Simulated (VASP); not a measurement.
Slab: CuI (Marshite), a slab with vacuum.

```
Cu I
1.0
     4.28719    0.00000    0.00000
     2.14359    3.71281    0.00000
     0.00000    0.00000   16.37559
Cu I
2 2
Direct
  0.33333 0.33333 0.41984
  0.66667 0.66667 0.63360
  0.00000 0.00000 0.36640
  0.33333 0.33333 0.58016
```

Base run:

| Item | Value |
| --- | --- |
| Program | VASP 6.6.1 |
| Functional | r2SCAN |
| Potentials or basis | VASP PAW PBE potentials, release 64 (Cu, I) |
| Cutoff | 520 eV |
| k mesh | 6 × 6 × 1 |
| Occupations | fermi-dirac, width 0.1 eV |
| Spin | no spin polarisation |

Its results: band gap on the k mesh 0.84 eV, direct; largest force 0.936 eV/Å.

**Question.** The run is repeated on the same cell with these changes: further incar settings from ALGO = Normal; EDIFF = 1e-07; NBANDS = 26 to ALGO = Normal; EDIFF = 1e-06; NBANDS = 26; EFIELD = 0.1. What comes out?

**Answer.** Band gap on the k mesh 0.79 eV, direct; largest force 0.937 eV/Å.

Caveats: the PAW data sets were made with another functional, which shifts forces and pressure a little; spin-orbit coupling is left out, which moves the levels of the heavy elements.

A k mesh can miss the band edges.
